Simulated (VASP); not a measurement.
BN:

```
N B
1.0
     2.49824    0.00000    0.00000
    -1.24912    2.16354    0.00000
     0.00000    0.00000    6.63570
N B
2 2
Cartesian
  1.2491 0.7212 1.6589
  0.0000 1.4424 4.9768
  1.2491 0.7212 4.9768
  0.0000 1.4424 1.6589
```

```yaml
Program: VASP 6.6.1
Task: relaxation of cell and atoms
Functional: revPBE
Dispersion: D4
Potentials_or_basis: VASP PAW PBE potentials, release 64 (N, B)
Cutoff: 600 eV
k_mesh: 12 × 12 × 4
Occupations: fermi-dirac, width 0.05 eV
Spin: no spin polarisation
```

At the start: pressure 2.1 GPa; volume 8.97 Å³/atom.

Problem. Where does the relaxation end?

Solution. Over 10 steps the energy falls by 9.8 meV/atom and the volume is 8.26 Å³/atom (-7.9 %); space group P6_3/mmc (No. 194, to 0.1 Å) before and after.

Step by step:
```csv
step,energy change (eV),largest force (eV/Å),pressure (GPa),volume (Å³)
1,0.0000,0.0000,2.13,35.87
2,0.0071,0.0000,-6.68,36.48
3,-0.0063,0.0000,-1.55,36.12
4,-0.0114,0.0000,-1.51,35.82
5,-0.0250,0.0000,-1.34,34.93
6,-0.0392,0.0000,-0.60,33.15
7,-0.0392,0.0000,-0.50,33.01
8,-0.0393,0.0000,-0.55,33.07
9,-0.0347,0.0000,3.47,32.76
10,-0.0394,0.0000,-0.01,33.03
```

Final structure:
```xyz
4
Lattice="2.5080 0.0000 0.0000 -1.2540 2.1720 0.0000 0.0000 0.0000 6.0636" Properties=species:S:1:pos:R:3 pbc="T T T"
N     1.2540    0.7240    1.5159
N     0.0000    1.4480    4.5477
B     1.2540    0.7240    4.5477
B     0.0000    1.4480    1.5159
```

Caveat: the PAW data sets were made with another functional, which shifts forces and pressure a little.
